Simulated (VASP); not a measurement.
# Si2Ge (P6_222) in VASP: single point with PBE

Aim: the single point of Si2Ge with PBE.

Everything below comes from runs of VASP 6.6.1. Logs are shortened: lines on timing, memory, paths and dates and some standing lists are left out, and cuts for length are marked.

**1. The cell of the first run**

Symmetry: P6_222, No. 180, hexagonal system. Conventional cell: a = 5.393 Å, b = 5.393 Å, c = 10.811 Å, α = 90.00°, β = 90.00°, γ = 120.00°. Within 2.9 Å of Si (site symmetry 2) lie 1 Si at 2.22 Å and 2 Ge at 2.40 Å. Within 3.2 Å of Ge (site symmetry 222) lie 4 Si at 2.40 Å.

**2. Single point, PBE**

Contents of POSCAR:

```
Si2Ge
1.0
    5.3931929008      0.0000000000      0.0000000000
   -2.6965964504      4.6706420596      0.0000000000
    0.0000000000      0.0000000000     10.8110682177
Si Ge
6 3
Direct
    0.2944283741      0.0000000000      0.0000000000
    0.0000000000      0.2944283741      0.6666666667
    0.7055716259      0.7055716259      0.3333333333
    0.0000000000      0.7055716259      0.6666666667
    0.7055716259      0.0000000000      0.0000000000
    0.2944283741      0.2944283741      0.3333333333
    0.0000000000      0.0000000000      0.8333333333
    0.0000000000      0.0000000000      0.5000000000
    0.0000000000      0.0000000000      0.1666666667
```

Contents of INCAR.step1:

```
  PREC = Accurate
  ENCUT = 520
  EDIFF = 1E-6
  ISMEAR = 0
  SIGMA = 0.1
  LREAL = False
  LASPH = True
  NELM = 60
  ALGO = Normal
  ISIF = 2
  LWAVE = False
  LCHARG = True
  GGA = PE
  NBANDS = 43
```

Contents of KPOINTS.step1:

```
Automatic mesh
0
Gamma
  12 12 4
```

Contents of INCAR.step2:

```
  PREC = Accurate
  ENCUT = 520
  EDIFF = 1E-6
  ISMEAR = -5
  SIGMA = 0.1
  LREAL = False
  LASPH = True
  NELM = 60
  ALGO = Normal
  ISIF = 2
  LWAVE = False
  LCHARG = False
  GGA = PE
  LORBIT = 11
  NBANDS = 43
  NEDOS = 2001
  ICHARG = 11
```

Contents of KPOINTS.step2:

```
Automatic mesh
0
Gamma
  18 18 6
```

Potentials or basis: VASP PAW PBE potentials, release 64 (Si, Ge_d).

Command:

```sh
cat potpaw_PBE.64/Si/POTCAR potpaw_PBE.64/Ge_d/POTCAR > POTCAR
cp INCAR.step1 INCAR
cp KPOINTS.step1 KPOINTS
mpirun -np 1 vasp_std > vasp.out
cp INCAR.step2 INCAR
cp KPOINTS.step2 KPOINTS
mpirun -np 1 vasp_std > vasp.out
```

OUTCAR:

```text
PREC = Accurate
   ENCUT = 520
   EDIFF = 1E-6
   ISMEAR = -5
   LREAL = False
   LASPH = True
   NELM = 60
   ISIF = 2
   GGA = PE
   LORBIT = 11
   ICHARG = 11

 ion  position               nearest neighbor table
   1  0.294  0.000  0.000-   5 2.22   7 2.40   9 2.40
   2  0.000  0.294  0.667-   4 2.22   7 2.40   8 2.40
   3  0.706  0.706  0.333-   6 2.22   9 2.40   8 2.40
   4  0.000  0.706  0.667-   2 2.22   7 2.40   8 2.40
   5  0.706  0.000  0.000-   1 2.22   7 2.40   9 2.40
   6  0.294  0.294  0.333-   3 2.22   9 2.40   8 2.40
   7  0.000  0.000  0.833-   2 2.40   4 2.40   1 2.40   5 2.40
   8  0.000  0.000  0.500-   2 2.40   3 2.40   4 2.40   6 2.40
   9  0.000  0.000  0.167-   3 2.40   6 2.40   5 2.40   1 2.40

  LATTYP: Found a hexagonal cell.
 ALAT       =     5.3931929008
 C/A-ratio  =     2.0045765869

  Lattice vectors:

 A1 = (   5.3931929008,   0.0000000000,   0.0000000000)
 A2 = (  -2.6965964504,   4.6706420596,   0.0000000000)
 A3 = (   0.0000000000,   0.0000000000,  10.8110682177)

Analysis of symmetry for initial positions (statically):
=====================================================================
 Subroutine PRICEL returns:
 Original cell was already a primitive cell.

 Routine SETGRP: Setting up the symmetry group for a
 hexagonal supercell.

 Subroutine GETGRP returns: Found 12 space group operations
 (whereof  4 operations were pure point group operations)
 out of a pool of 24 trial point group operations.

The static configuration has the point symmetry D_2 .
 The point group associated with its full space group is D_6 .

Analysis of symmetry for dynamics (positions and initial velocities):
=====================================================================
 Subroutine PRICEL returns:
 Original cell was already a primitive cell.

 Routine SETGRP: Setting up the symmetry group for a
 hexagonal supercell.

 Subroutine GETGRP returns: Found 12 space group operations
 (whereof  4 operations were pure point group operations)
 out of a pool of 24 trial point group operations.

The dynamic configuration has the point symmetry D_2 .
 The point group associated with its full space group is D_6 .

 Subroutine INISYM returns: Found 12 space group operations
 (whereof  4 operations are pure point group operations),
 and found     1 'primitive' translations

----------------------------------------------------------------------------------------

                                     Primitive cell

  volume of cell :     272.3273

  direct lattice vectors                    reciprocal lattice vectors
     5.393192901  0.000000000  0.000000000     0.185418919  0.107051663  0.000000000
    -2.696596450  4.670642060  0.000000000     0.000000000  0.214103326  0.000000000
     0.000000000  0.000000000 10.811068218     0.000000000  0.000000000  0.092497798

  length of vectors
     5.393192901  5.393192901 10.811068218     0.214103326  0.214103326  0.092497798

  position of ions in fractional coordinates (direct lattice)
     0.294428374  0.000000000  0.000000000
     0.000000000  0.294428374  0.666666667
     0.705571626  0.705571626  0.333333333
     0.000000000  0.705571626  0.666666667
     0.705571626  0.000000000  0.000000000
     0.294428374  0.294428374  0.333333333
     0.000000000  0.000000000  0.833333333
     0.000000000  0.000000000  0.500000000
     0.000000000  0.000000000  0.166666667

  ion indices of the primitive-cell ions
   primitive index   ion index
                 1           1
                 2           2
                 3           3
                 4           4
                 5           5
                 6           6
                 7           7
                 8           8
                 9           9

----------------------------------------------------------------------------------------

 KPOINTS: Automatic mesh

Automatic generation of k-mesh.
 Grid dimensions read from file:
 generate k-points for:   18   18    6

 Generating k-lattice:

  Cartesian coordinates                     Fractional coordinates (reciprocal lattice)
     0.010301051  0.005947315  0.000000000     0.055555556  0.000000000  0.000000000
     0.000000000  0.011894629  0.000000000     0.000000000  0.055555556  0.000000000
     0.000000000  0.000000000  0.015416300     0.000000000  0.000000000  0.166666667

  Length of vectors
     0.011894629  0.011894629  0.015416300

  Shift w.r.t. Gamma in fractional coordinates (k-lattice)
     0.000000000  0.000000000  0.000000000

 TETIRR: Found   1977 inequivalent tetrahedra from    11664

 Subroutine IBZKPT returns following result:
 ===========================================

 Found    148 irreducible k-points:

 Following reciprocal coordinates:
            Coordinates               Weight
  0.000000  0.000000  0.000000      1.000000
  0.055556 -0.000000  0.000000      6.000000
  0.111111 -0.000000  0.000000      6.000000
  0.166667 -0.000000  0.000000      6.000000
  0.222222 -0.000000  0.000000      6.000000
  0.277778 -0.000000  0.000000      6.000000
[... 16 lines left out ...]
  0.333333  0.111111  0.000000     12.000000
  0.388889  0.111111  0.000000     12.000000
 [... further k-points ...]
   k-points           NKPTS =    148   k-points in BZ     NKDIM =    148   number of bands    NBANDS=     43
   number of dos      NEDOS =   2001   number of ions     NIONS =      9
   total plane-waves  NPLWV = 128000
   dimension x,y,z NGX =    40 NGY =   40 NGZ =   80
   dimension x,y,z NGXF=    80 NGYF=   80 NGZF=  160
   ions per type =               6   3
   NGX,Y,Z   is equivalent  to a cutoff of  12.33, 12.33, 12.30 a.u.
   NGXF,Y,Z  is equivalent  to a cutoff of  24.66, 24.66, 24.60 a.u.
 SYSTEM =  unknown system
   PREC   = accura    normal or accurate (medium, high low for compatibility)
   ISTART =      0    job   : 0-new  1-cont  2-samecut
   ICHARG =     11    charge: 1-file 2-atom 10-const
   ISPIN  =      1    spin polarized calculation?
   LNONCOLLINEAR =      F non collinear calculations
   LSORBIT =      F    spin-orbit coupling
   LASPH  =      T    aspherical Exc in radial PAW
   ENCUT  =  520.0 eV  38.22 Ry    6.18 a.u.  10.03 10.03 20.10*2*pi/ulx,y,z
   NELM   =     60;   NELMIN=  2; NELMDL=  0     # of ELM steps
   EDIFF  = 0.1E-05   stopping-criterion for ELM
   LREAL  =      F    real-space projection
   EDIFFG = 0.1E-04   stopping-criterion for IOM
   NSW    =      0    number of steps for IOM
   IBRION =     -1    ionic relax: 0-MD 1-quasi-New 2-CG
   NFREE  =      0    steps in history (QN), initial steepest desc. (CG)
   ISIF   =      2    stress and relaxation
   ISYM   =      2    0-nonsym 1-usesym 2-fastsym
   POTIM  = 0.5000    time-step for ionic-motion
   TEBEG  =    0.0;   TEEND  =   0.0 temperature during run
   PSTRESS=    0.0 pullay stress
   NELECT =      66.0000    total number of electrons
   NUPDOWN=      -1.0000    fix difference up-down
   EMIN   =  10.00;   EMAX   =-10.00  energy-range for DOS
   EFERMI =   0.00;   METHOD = LEGACY
   ISMEAR =    -5;   SIGMA  =   0.10  broadening in eV -4-tet -1-fermi 0-gaus
   EFERMI_NEDOS =   21; number of points for ismear=-14 and -15
   IALGO  =     38    algorithm
   IMIX   =      4    mixing-type and parameters
     AMIX     =   0.40;   BMIX     =  1.00
     AMIX_MAG =   1.60;   BMIX_MAG =  1.00
  volume/ion in A,a.u.               =      30.26       204.20
  Fermi-wavevector in a.u.,A,eV,Ry     =   1.020687  1.928818 14.174566  1.041801
  Thomas-Fermi vector in A             =   2.154270
   LORBIT       =     11    0 simple, 1 ext, 2 COOP (PROOUT), +10 PAW based schemes
   GGA     = PE    functional components
   LHFCALC =     F    Hartree Fock is set to
   AEXX    =    0.0000 exact exchange contribution
   IVDW    =     0    specifies the selected vdW correction
   LEPSILON=     F    determine dielectric tensor
   LRPA    =     F    only Hartree local field effects (RPA)
 non-spin polarized calculation
 Fermi weights with tetrahedron method with Bloechl corrections
  energy-cutoff  :      520.00
  volume of cell :      272.33
 maximum number of plane-waves:      7374

 number of electron      65.9999996 magnetization

 Free energy of the ion-electron system (eV)
  ---------------------------------------------------
  ext. energy  EPLUGINS =         0.00000000
  ---------------------------------------------------
  free energy    TOTEN  =       -39.18638804 eV

  energy without entropy =      -39.18638804  energy(sigma->0) =      -39.18638804

 E-fermi :   2.4660     XC(G=0):  -7.8503

 val. band max:        2.4738699229   @ k =   0.2222  -0.0000   0.3333
 cond. band min:       2.4541257149   @ k =   0.3333   0.0556   0.5000
 fundamental gap:     -0.0197442080
 Fermi energy:         2.4659622041

 k-point     1 :       0.0000    0.0000    0.0000
  band No.  band energies     occupation
      1     -22.2494      2.00000
      2     -22.2399      2.00000
      3     -22.2398      2.00000
      4     -22.2366      2.00000
      5     -22.2362      2.00000
      6     -22.2362      2.00000
[... 35 lines left out ...]
     42       5.2662      0.00000
     43       5.4728      0.00000

 k-point     2 :       0.0556   -0.0000    0.0000
  band No.  band energies     occupation
      1     -22.2494      2.00000
      2     -22.2399      2.00000
      3     -22.2398      2.00000
      4     -22.2366      2.00000
      5     -22.2362      2.00000
      6     -22.2362      2.00000
[... 1004 lines left out ...]
 k-point    24 :       0.3889    0.1111    0.0000
  band No.  band energies     occupation
      1     -22.2493      2.00000
      2     -22.2398      2.00000
      3     -22.2398      2.00000
      4     -22.2368      2.00000
      5     -22.2363      2.00000
      6     -22.2363      2.00000
[... 35 lines left out ...]
     42       6.2846      0.00000
     43       6.5069      0.00000

 [... further k-points ...]
[... 5 lines left out ...]
  --------------------------------------------------------------------------------------
  -------------------------------------------------------------------------------------
  Total       -0.0513648     -0.0513648     -0.1883864     -0.0000000      0.0000000      0.0000000
  in kB       -0.3021933     -0.3021933     -1.1083297     -0.0000000      0.0000000      0.0000000
  external PRESSURE =      -0.5709055 kB  Pullay stress =       0.0000000 kB

 VOLUME and BASIS-vectors are now :
 -----------------------------------------------------------------------------
  energy-cutoff  :      520.00
  volume of cell :      272.33
      direct lattice vectors                 reciprocal lattice vectors
     5.393192901  0.000000000  0.000000000     0.185418919  0.107051663  0.000000000
    -2.696596450  4.670642060  0.000000000     0.000000000  0.214103326  0.000000000
     0.000000000  0.000000000 10.811068218     0.000000000  0.000000000  0.092497798

 POSITION                                       TOTAL-FORCE (eV/Angst)
 -----------------------------------------------------------------------------------
      1.58791      0.00000      0.00000        -0.000730     -0.000000      0.000000
     -0.79395      1.37517      7.20738         0.000365     -0.000632      0.000000
      1.90264      3.29547      3.60369         0.000365      0.000632      0.000000
     -1.90264      3.29547      7.20738        -0.000365      0.000632      0.000000
      3.80528      0.00000      0.00000         0.000730     -0.000000      0.000000
      0.79395      1.37517      3.60369        -0.000365     -0.000632      0.000000
      0.00000      0.00000      9.00922         0.000000     -0.000000     -0.000000
      0.00000      0.00000      5.40553         0.000000     -0.000000      0.000000
      0.00000      0.00000      1.80184        -0.000000      0.000000     -0.000000
 -----------------------------------------------------------------------------------
    total drift:                               -0.000000      0.000000      0.000001

  FREE ENERGIE OF THE ION-ELECTRON SYSTEM (eV)
  ---------------------------------------------------
  free  energy   TOTEN  =       -39.1863880398 eV

  energy  without entropy=      -39.1863880398  energy(sigma->0) =      -39.18638804

 total charge

# of ion       s       p       d       tot
------------------------------------------
    1        0.796   0.849   0.000   1.645
    2        0.796   0.849   0.000   1.645
    3        0.796   0.849   0.000   1.645
    4        0.796   0.849   0.000   1.645
    5        0.796   0.849   0.000   1.645
    6        0.796   0.849   0.000   1.645
    7        1.114   1.268  10.038  12.420
    8        1.114   1.268  10.038  12.420
    9        1.114   1.268  10.038  12.420
--------------------------------------------------
tot          8.121   8.896  30.113  47.130
```

It took 12 min on 1 thread of Intel Xeon 6975P-C (Granite Rapids), shared host; peak memory 1.2 GiB.

Results:

```
Valence electrons inside the program's atomic spheres : Si 1.65; Ge 12.42
```
